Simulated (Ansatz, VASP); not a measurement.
**One calculation of InSb, two programs**

```
In Sb
1.0
     0.00000    3.33627    3.23910
     3.33627    0.00000    3.23910
     3.33627    3.33627    0.00000
In Sb
1 1
Direct
  0.00000 0.00000 0.00000
  0.75000 0.75000 0.75000
```

Change from the starting cell: strain +0.030 along x and y, +0.000 along z, atoms carried along.

Alike in both runs: task single point; functional PBEsol; k mesh 12 × 12 × 12; occupations gaussian, width 0.15 eV; no spin polarisation.

|  | VASP | Ansatz |
| --- | --- | --- |
| version | VASP 6.6.1 | Ansatz 0.2.0 |
| potentials or method | VASP PAW PBE potentials, release 64 (In_d, Sb), cutoff 520 eV | scalar-relativistic, plane waves, PAW |
| valence electrons in the cell | 18 | 28 |

```csv
,VASP,Ansatz,Ansatz less VASP
pressure (GPa),-1.6,-1.6,-0.01
"traceless stress, the component that is largest in VASP (GPa)",0.52,0.52,0.000
```

VASP's potentials were made for PBE, not for PBEsol. With one functional, cell and mesh, what is left measures potentials, basis and numerics. VASP's potentials hold 18 valence electrons a cell and Ansatz's 28, so a difference there can come from the potentials and not from the codes.

Neither program's run includes spin-orbit coupling.
